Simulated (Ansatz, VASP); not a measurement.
**Se: VASP beside Ansatz**

The input INCAR:

```
PREC     = Accurate       # precision mode
ENCUT    = 520            # plane-wave cutoff, eV
EDIFF    = 1E-6           # SCF threshold, eV
ISMEAR   = 1              # smearing method
SIGMA    = 0.3            # smearing width, eV
LREAL    = F              # projectors in reciprocal space
LASPH    = T              # aspherical terms in the spheres
NELM     = 80             # most SCF steps
ALGO     = Normal         # electronic algorithm
ISIF     = 2              # what is computed and relaxed
LWAVE    = F              # write WAVECAR
LCHARG   = F              # write CHGCAR
GGA      = PE             # functional
NBANDS   = 16             # bands
```

KPOINTS

```
regular mesh
0
Gamma
  8 8 6
```

POSCAR

```
Se
1.0
    4.5203796332      0.0000000000      0.0000000000
   -2.2601898166      3.9147635971      0.0000000000
    0.0000000000      0.0000000000      5.0453124951
Se
3
Direct
    0.2189274285      0.0000000000      0.3333333333
    1.0000000000      0.2189274285      0.6666666667
    0.7810725715      0.7810725715      0.0000000000
```

Input for Ansatz:

```yaml
crystal:
  lattice:
    - [4.5203796332, 0.0, 0.0]
    - [-2.2601898166, 3.9147635971, 0.0]
    - [0.0, 0.0, 5.0453124951]
  atoms:
    - { symbol: Se, position: [0.2189274285, 0.0, 0.3333333333] }
    - { symbol: Se, position: [1.0, 0.2189274285, 0.6666666667] }
    - { symbol: Se, position: [0.7810725715, 0.7810725715, 0.0] }
hamiltonian:
  xc: pbe
  pseudopotentials:
    kind: paw
    azcp:
      Se: "pseudopotentials/Se.paw.azcp"
basis:
  ecutwfc: 420
  fft_grid_basis: typed
kpoints:
  mp_grid: { grid: [8, 8, 6], shift: [0, 0, 0] }
magnetization:
  spin_polarized: false
scf:
  occupations: { method: cold, width: 0.3 }
  lower_state_search: "off"
output:
  stress: true
```

Alike in both runs: task single point; functional PBE; k mesh 8 × 8 × 6; no spin polarisation.

|  | VASP | Ansatz |
| --- | --- | --- |
| version | VASP 6.6.1 | Ansatz 0.2.0 |
| potentials or method | VASP PAW PBE potentials, release 64 (Se), cutoff 520 eV | plane waves (420 eV) with PAW, scalar-relativistic |
| occupations | methfessel-paxton of order 1, width 0.3 eV | cold, width 0.3 eV |
| valence electrons in the cell | 18 | 48 |

```tsv
	VASP	Ansatz	Ansatz less VASP
pressure (GPa)	0.1	0.0	-0.08
```

VASP's potentials hold 18 valence electrons a cell and Ansatz's 48, so a difference there can come from the potentials and not from the codes.
